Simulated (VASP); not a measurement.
Runs of VASP 6.6.1 on Y3Si2F. The structure is that of space group P6/mmm (No. 191), or close to it. The cells are those of the table. 

```tsv
task	cell	k mesh	cutoff (eV)	smearing	gap on the mesh (eV)	pressure (GPa)
relaxation of cell and atoms	relaxed from a = 6.136, b = 6.136, c = 3.322 Å, angles 90.0, 90.0, 120.0°, 6 atoms	3 × 3 × 6	600	gaussian 0.1 eV	0.14	-0.1
single point	a = 7.445, b = 7.445, c = 3.769 Å, angles 90.0, 90.0, 120.0°, 6 atoms	3 × 3 × 6	520	gaussian 0.1 eV	0.18	-0.1
single point	a = 7.444, b = 7.444, c = 3.763 Å, angles 90.0, 90.0, 120.0°, 6 atoms	6 × 6 × 10	520	gaussian 0.01 eV	0.19	-0.1
single point	a = 6.136, b = 6.136, c = 3.322 Å, angles 90.0, 90.0, 120.0°, 6 atoms	3 × 3 × 6	520	gaussian 0.1 eV	(b)	(a)
```

Alike in all rows: level PBE; potentials or basis VASP PAW PBE potentials, release 64 (Y_sv, Si, F); no spin polarisation.

Q: Estimate the missing entries.

A: (a) 55.9; (b) none.

Caveats: some runs use coarse meshes.

A k mesh can miss the band edges, and the runs leave out spin-orbit coupling on Y.
